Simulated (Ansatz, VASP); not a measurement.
## Two plane-wave programs on SiO2

Contents of INCAR:

```
PREC = Accurate
ENCUT = 520
EDIFF = 1E-6
ISMEAR = 0
SIGMA = 0.05
LREAL = F
LASPH = T
NELM = 80
ALGO = Normal
ISIF = 2
LWAVE = F
LCHARG = T
LELF = T
LVHAR = T
NBANDS = 25
```

The input KPOINTS:

```
regular mesh
0
Gamma
  6 6 8
```

The input POSCAR:

```
SiO2
1.0
    4.1053000000      0.0000000000      0.0000000000
    0.0000000000      4.1053000000      0.0000000000
    0.0000000000      0.0000000000      2.5974000000
Si O
2 4
Direct
    0.5000000000      0.5000000000      0.5000000000
    0.0000000000      0.0000000000      0.0000000000
    0.6944252994      0.6944252994      0.0000000000
    0.1944252994      0.8055747006      0.5000000000
    0.3055747006      0.3055747006      0.0000000000
    0.8055747006      0.1944252994      0.5000000000
```

Input for Ansatz:

```yaml
crystal:
  lattice:
    - [4.1053, 0.0, 0.0]
    - [0.0, 4.1053, 0.0]
    - [0.0, 0.0, 2.5974]
  atoms:
    - { symbol: Si, position: [0.5, 0.5, 0.5] }
    - { symbol: Si, position: [0.0, 0.0, 0.0] }
    - { symbol: O, position: [0.6944252994, 0.6944252994, 0.0] }
    - { symbol: O, position: [0.1944252994, 0.8055747006, 0.5] }
    - { symbol: O, position: [0.3055747006, 0.3055747006, 0.0] }
    - { symbol: O, position: [0.8055747006, 0.1944252994, 0.5] }
basis:
  ecutwfc: 520.0
kpoints:
  mp_grid: { grid: [6, 6, 8] }
hamiltonian:
  xc: lda
  pseudopotentials: { kind: paw, azcp: { folder: soft_1 } }
scf:
  occupations: { method: gaussian, width: 0.05 }
output:
  forces: true
  stress: true
  eigenvalues: true
```

Alike in both runs: task single point; functional LDA; k mesh 6 × 6 × 8; occupations gaussian, width 0.05 eV; no spin polarisation.

|  | VASP | Ansatz |
| --- | --- | --- |
| version | VASP 6.6.1 | Ansatz 0.2.0 |
| potentials or method | VASP PAW LDA potentials, release 64 (Si, O), cutoff 520 eV | scalar-relativistic, plane waves, PAW |
| valence electrons in the cell | 32 | 32 |

Ansatz gave:

- gap on the k mesh at the Fermi level (eV): 6.77
- least direct gap on the mesh (eV): 6.77
- pressure (GPa): 18.7
- traceless stress, the component that is largest in VASP (GPa): 6.83
- rms of the force components (eV/Å): 0.138

Q: Which values does VASP return?

A: gap on the k mesh at the Fermi level (eV): 6.77; least direct gap on the mesh (eV): 6.77; pressure (GPa): 20.0; traceless stress, the component that is largest in VASP (GPa): 7.63; rms of the force components (eV/Å): 0.159.

Ansatz warns that its potentials were made for another functional, while VASP's fit it. LDA's correlation is that of Perdew and Zunger in VASP and of Perdew and Wang (1992) in Ansatz. Atom by atom the forces differ by 0.020 eV/Å (rms over components).
